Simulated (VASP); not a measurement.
# AlCo: single point with PBE

The system is AlCo.

```
CELL_PARAMETERS angstrom
2.82338 0.00000 0.00000
0.00000 2.85988 0.00000
0.00000 0.00000 2.85988
ATOMIC_POSITIONS crystal
Al 0.00000 0.00000 0.00000
Co 0.50000 0.50000 0.50000
```

This cell differs from its parent crystal: uniaxial strain along a: -1.0 %, then relaxed in part.

```
Program             : VASP 6.6.1
Task                : single point
Functional          : PBE
Potentials or basis : VASP PAW PBE potentials, release 64 (Al, Co)
Cutoff              : 520 eV
k mesh              : 18 × 18 × 18
Occupations         : gaussian, width 0.1 eV
Spin                : no spin polarisation
```

```
Pressure               : 0.6 GPa
Band gap on the k mesh : zero (band 6 reaches 12.98 eV, above the bottom of band 7 at 10.33 eV)
```

Stress tensor (GPa, compression positive):
```
 2.18  0.00  0.00
 0.00 -0.23  0.00
 0.00  0.00 -0.23
```

Levels at points of the mesh, in eV from the Fermi level:
```
           k point  band 2  band 3  band 4  band 5  band 6  band 7  band 8  band 9  band 10  band 11
(0.00, 0.00, 0.00)   -2.98   -2.95   -0.87   -0.82   -0.82    5.83    5.83    6.30     8.71     8.79
(0.50, 0.00, 0.00)   -6.60   -2.36   -1.74   -1.74   -0.75    0.26    8.41   10.51    10.51    11.64
(0.00, 0.50, 0.00)   -6.64   -2.38   -1.75   -1.66   -0.72    0.14    8.41   10.48    10.91    11.50
(0.50, 0.50, 0.00)   -3.05   -2.69   -2.60   -1.53   -1.52   -0.22    2.48    3.51    12.68    15.72
(0.00, 0.50, 0.50)   -3.07   -2.73   -2.73   -1.46   -1.46   -0.27    2.36    3.39    13.00    16.08
(0.50, 0.50, 0.50)   -3.94   -3.94   -0.22   -0.17    2.38    2.38    2.43    4.14     5.24     5.39
```

It took 3.2 min on 1 thread of AMD EPYC 9R45 (Zen 5), on a shared host, peak memory 0.25 GiB.

Caveat: the cell differs from its parent crystal (uniaxial strain along a: -1.0 %, then relaxed in part). Spin polarisation is off, so any magnetic state and its effect on volume and gap are missing.
